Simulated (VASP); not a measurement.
# C (Pm-3m) in VASP: further runs, part 3 of 3

VASP 6.6.1. The steps go on from the part before.

### 5 Single point, PBEsol (volume scaled by 1.12)

The input, INCAR:

```
SYSTEM = C
PREC = Accurate ; ENCUT = 520
EDIFF = 1E-6 ; ISMEAR = -1
SIGMA = 0.1 ; LREAL = .FALSE.
LASPH = .TRUE. ; NELM = 80
ALGO = Normal ; ISIF = 2
LWAVE = .FALSE. ; LCHARG = .TRUE.
GGA = PS ; LELF = .TRUE.
LVHAR = .TRUE. ; NBANDS = 8
```

The input, KPOINTS:

```
regular mesh
0
G
  20 20 20
  0 0 0
```

The input, POSCAR:

```
C
1.0
    1.8225349280      0.0000000000      0.0000000000
    0.0000000000      1.8225349280      0.0000000000
    0.0000000000      0.0000000000      1.8225349280
C
1
Direct
    0.0000000000      0.0000000000      0.0000000000
```

Potentials or basis: VASP PAW PBE potentials, release 64 (C).

Run with:

```bash
> cat potpaw_PBE.64/C/POTCAR > POTCAR
> mpirun -np 1 vasp_std > vasp.out
```

OUTCAR:

```text
SYSTEM = C
   PREC = Accurate
   ENCUT = 520
   EDIFF = 1E-6
   ISMEAR = -1
   LREAL = .FALSE.
   LASPH = .TRUE.
   NELM = 80
   ISIF = 2
   GGA = PS

 ion  position               nearest neighbor table
   1  0.000  0.000  0.000-

  LATTYP: Found a simple cubic cell.
 ALAT       =     1.8225349280

  Lattice vectors:

 A1 = (   1.8225349280,   0.0000000000,   0.0000000000)
 A2 = (   0.0000000000,   1.8225349280,   0.0000000000)
 A3 = (   0.0000000000,   0.0000000000,   1.8225349280)

Analysis of symmetry for initial positions (statically):
=====================================================================
 Subroutine PRICEL returns:
 Original cell was already a primitive cell.

 Routine SETGRP: Setting up the symmetry group for a
 simple cubic supercell.

 Subroutine GETGRP returns: Found 48 space group operations
 (whereof 48 operations were pure point group operations)
 out of a pool of 48 trial point group operations.

The static configuration has the point symmetry O_h .

[... 159 lines left out ...]

 val. band max:        9.4445172898   @ k =   0.2500   0.2000   0.0500
 cond. band min:       9.4802125818   @ k =   0.5000   0.4000   0.4000
 fundamental gap:      0.0356952919
 Fermi energy:         9.4742030395

 k-point     1 :       0.0000    0.0000    0.0000
  band No.  band energies     occupation
      1     -11.3592      2.00000
      2      18.2911      0.00000
      3      18.2911      0.00000
      4      18.2911      0.00000
      5      34.2489      0.00000
      6      34.2489      0.00000
      7      38.4722      0.00000
      8      62.6123      0.00000
[... 243 lines left out ...]
 k-point    24 :       0.2000    0.1000    0.0000
  band No.  band energies     occupation
      1      -9.5031      2.00000
      2      11.4104      0.00000
      3      17.2096      0.00000
      4      19.4250      0.00000
      5      37.3494      0.00000
      6      37.9600      0.00000
      7      42.7580      0.00000
      8      54.1068      0.00000

 [... further k-points ...]

------------------------ aborting loop because EDIFF is reached ----------------------------------------

  FORCE on cell =-STRESS in cart. coord.  units (eV):
  Direction    XX          YY          ZZ          XY          YZ          ZX
  --------------------------------------------------------------------------------------
  -------------------------------------------------------------------------------------
  Total       -1.0707850     -1.0707850     -1.0707850      0.0000000     -0.0000000     -0.0000000
  in kB     -283.3904871   -283.3904871   -283.3904871      0.0000000     -0.0000000     -0.0000000
  external PRESSURE =    -283.3904871 kB  Pullay stress =       0.0000000 kB

 VOLUME and BASIS-vectors are now :
 -----------------------------------------------------------------------------
  energy-cutoff  :      520.00
  volume of cell :        6.05
      direct lattice vectors                 reciprocal lattice vectors
     1.822534928  0.000000000  0.000000000     0.548686329  0.000000000  0.000000000
     0.000000000  1.822534928  0.000000000     0.000000000  0.548686329  0.000000000
     0.000000000  0.000000000  1.822534928     0.000000000  0.000000000  0.548686329

 POSITION                                       TOTAL-FORCE (eV/Angst)
 -----------------------------------------------------------------------------------
      0.00000      0.00000      0.00000         0.000000      0.000000      0.000000
 -----------------------------------------------------------------------------------
    total drift:                               -0.000000     -0.000000     -0.000000

  FREE ENERGIE OF THE ION-ELECTRON SYSTEM (eV)
  ---------------------------------------------------
  free  energy   TOTEN  =        -7.0030608273 eV

  energy  without entropy=       -6.9923023200  energy(sigma->0) =       -6.99768157
```

OSZICAR:

```text
N       E                     dE             d eps       ncg     rms          rms(c)
DAV:   1    -0.532351393147E+01   -0.53235E+01   -0.25956E+03  5192   0.500E+02
DAV:   2    -0.700484234094E+01   -0.16813E+01   -0.15914E+01  6040   0.297E+01
DAV:   3    -0.700923437701E+01   -0.43920E-02   -0.43908E-02  5296   0.157E+00
DAV:   4    -0.700923522811E+01   -0.85110E-06   -0.85063E-06  6944   0.213E-02
DAV:   5    -0.700923522646E+01    0.16432E-08   -0.11671E-09  5136   0.119E-04    0.173E+00
DAV:   6    -0.700400632472E+01    0.52289E-02   -0.40349E-03  5216   0.392E-01    0.105E+00
DAV:   7    -0.700306654011E+01    0.93978E-03   -0.59328E-03  5192   0.511E-01    0.642E-02
DAV:   8    -0.700306068473E+01    0.58554E-05   -0.10035E-04  5272   0.726E-02    0.164E-02
DAV:   9    -0.700306082729E+01   -0.14256E-06   -0.53831E-06  5904   0.153E-02
   1 F= -.70030608E+01 E0= -.69976816E+01  d E =-.107585E-01
```

stdout:

```text
POSCAR found type information on POSCAR C
 POSCAR found :  1 types and       1 ions
 scaLAPACK will be used
 -----------------------------------------------------------------------------
|                                                                             |
|                                                                             |
|     You enforced a specific xc type in the INCAR file but a different       |
|     I HOPE YOU KNOW WHAT YOU ARE DOING!                                     |
|                                                                             |
 -----------------------------------------------------------------------------

 LDA part: xc-table for (Slater+PW92), standard interpolation
 POSCAR, INCAR and KPOINTS ok, starting setup
 FFT: planning ... GRIDC
 FFT: planning ... GRID_SOFT
 FFT: planning ... GRID
 WAVECAR not read
 entering main loop
```

It took 3.7 s on 1 thread of Intel Xeon 6975P-C, shared host; peak memory 0.11 GiB.

Results:

```
Free energy            : -7.0031 eV
Pressure               : -28.3 GPa
Band gap on the k mesh : zero (band 2 reaches 18.29 eV, above the bottom of band 3 at 6.45 eV)
```

Caveat: the cell differs from its parent crystal (volume scaled by 1.12); the PAW data sets were made with another functional, which shifts forces and pressure a little.

### 6 Relaxation of cell and atoms, PBEsol

This run uses another cell than the first one, of 7.15 Å³/atom, 1.437 times its volume.

The input, INCAR:

```
SYSTEM = C
PREC     = Accurate       ! precision mode
ENCUT    = 600            ! plane-wave cutoff, eV
EDIFF    = 1E-6           ! SCF threshold, eV
ISMEAR   = -1             ! smearing method
SIGMA    = 0.1            ! smearing width, eV
LREAL    = .False.        ! projectors in reciprocal space
LASPH    = .True.         ! aspherical terms in the spheres
NELM     = 100            ! most SCF steps
ALGO     = Normal         ! electronic algorithm
ISIF     = 3              ! what is computed and relaxed
LWAVE    = .False.        ! write WAVECAR
LCHARG   = .False.        ! write CHGCAR
GGA      = PS             ! functional
IBRION   = 2              ! ionic algorithm
NSW      = 80             ! ionic steps
EDIFFG   = -0.01          ! ionic threshold
```

The input, KPOINTS:

```
regular mesh
0
Gamma
  16 16 16
  0 0 0
```

The input, POSCAR:

```
C
1.0
    1.9260827495      0.0000000000      0.0000000000
    0.0000000000      1.9260827495      0.0000000000
    0.0000000000      0.0000000000      1.9260827495
C
1
Direct
    0.0000000000      0.0000000000      0.0000000000
```

Potentials or basis: VASP PAW PBE potentials, release 64 (C).

Run with:

```bash
> cat potpaw_PBE.64/C/POTCAR > POTCAR
> mpirun -np 1 vasp_std > vasp.out
```

Run time: 8.8 s. Hardware: 1 thread of Intel Xeon 6975P-C, shared host; peak memory 0.11 GiB.

Results (log left out):

```yaml
Free_energy: -7.0641 eV
Relaxed_volume: 5.40 Å³/atom
Relaxed_cell: a = 1.755 Å, b = 1.755 Å, c = 1.755 Å, α = 90.00°, β = 90.00°, γ = 90.00°
Space_group_after_relaxing_to_0.05_Å: Pm-3m (No. 221)
Energy_gained_by_relaxing: 369.8 meV/atom
Ionic_steps: 6
Pressure_after_relaxing: 0.0 GPa
Band_gap_on_the_k_mesh: zero (band 2 reaches 20.93 eV, above the bottom of band 3 at 8.82 eV)
```

The path:
```
step  energy change (eV)  largest force (eV/Å)  pressure (GPa)  volume (Å³)
   1              0.0000                0.0000          -52.89         7.15
   2             -0.3227                0.0000           37.68         4.97
   3             -0.3697                0.0000           -1.11         5.42
   4             -0.3697                0.0000            1.04         5.39
   5             -0.3697                0.0000           -0.79         5.42
   6             -0.3698                0.0000            0.00         5.40
```

Final structure:
```yaml
crystal:
  lattice:
    - [1.75485, 0.00000, 0.00000]
    - [0.00000, 1.75485, 0.00000]
    - [0.00000, 0.00000, 1.75485]
  atoms:
    - { symbol: C, position: [0.00000, 0.00000, 0.00000] }
```

Levels at points of the mesh, in eV from the Fermi level:
| k point | band 1 | band 2 | band 3 | band 4 | band 5 | band 6 |
| --- | --- | --- | --- | --- | --- | --- |
| (0.00, 0.00, 0.00) | -22.71 | 9.51 | 9.51 | 9.51 | 25.72 | 25.72 |
| (0.50, 0.00, 0.00) | -12.90 | -12.74 | 12.97 | 12.97 | 29.91 | 33.81 |
| (0.50, 0.50, 0.00) | -6.35 | -6.35 | -2.60 | 7.79 | 15.76 | 42.20 |
| (0.50, 0.50, 0.50) | -1.09 | -1.09 | -1.09 | 9.25 | 17.38 | 17.38 |

Caveat: the volume moved by over 15 % at a fixed basis, so the end points are rough; the PAW data sets were made with another functional, which shifts forces and pressure a little.

### 7 Summary

```csv
task,cell,k mesh,cutoff (eV),gap on the mesh (eV),pressure (GPa)
single point,"a = 1.707 Å, 1 atom",20 × 20 × 20,520,none,38.7
single point,"a = 1.731 Å, 1 atom",20 × 20 × 20,520,none,20.1
single point,"a = 1.778 Å, 1 atom",20 × 20 × 20,520,none,-8.3
single point,"a = 1.823 Å, 1 atom",20 × 20 × 20,520,none,-28.3
relaxation of cell and atoms,"relaxed from a = 1.926 Å, 1 atom",16 × 16 × 16,600,none,0.0
```

Alike in all rows: level PBEsol; potentials or basis VASP PAW PBE potentials, release 64 (C); no spin polarisation; smearing fermi-dirac 0.1 eV.

Caveats: the PAW data sets were made with another functional, which shifts forces and pressure a little; the volume moved by over 15 % at a fixed basis, so the end points are rough (some runs).

Absolute energies hang on the potentials; compare differences alone.
